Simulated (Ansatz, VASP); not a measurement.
# One calculation of Hf, two programs

```xyz
1
Lattice="0.0000 2.0424 2.1312 2.0424 0.0000 2.1312 2.0424 2.0424 0.0000" Properties=species:S:1:pos:R:3 pbc="T T T"
Hf    0.0000    0.0000    0.0000
```

Change from the starting cell: strain -0.080 along x and y, -0.040 along z, atoms carried along.

Alike in both runs: task single point; functional PBE; k mesh 18 × 18 × 18; occupations gaussian, width 0.15 eV; no spin polarisation.

|  | VASP | Ansatz |
| --- | --- | --- |
| version | VASP 6.6.1 | Ansatz 0.2.0 |
| potentials or method | VASP PAW PBE potentials, release 64 (Hf_pv), cutoff 520 eV | scalar-relativistic, plane waves, PAW |
| valence electrons in the cell | 10 | 26 |

Ansatz gave:

| Quantity | Value |
| --- | --- |
| gap on the k mesh at the Fermi level (eV) | none |
| pressure (GPa) | 35.9 |
| traceless stress, the component that is largest in VASP (GPa) | -1.65 |

Problem. Estimate VASP's values.

Solution. gap on the k mesh at the Fermi level (eV): none; pressure (GPa): 35.3; traceless stress, the component that is largest in VASP (GPa): -1.68.

A gap of «none» marks a metal or a gap that the smearing closes. Both programs put the cell under a high pressure, so it lies far from rest at this level. VASP's potentials hold 10 valence electrons a cell and Ansatz's 26, so a difference there can come from the potentials and not from the codes.

Spin-orbit coupling is off throughout.
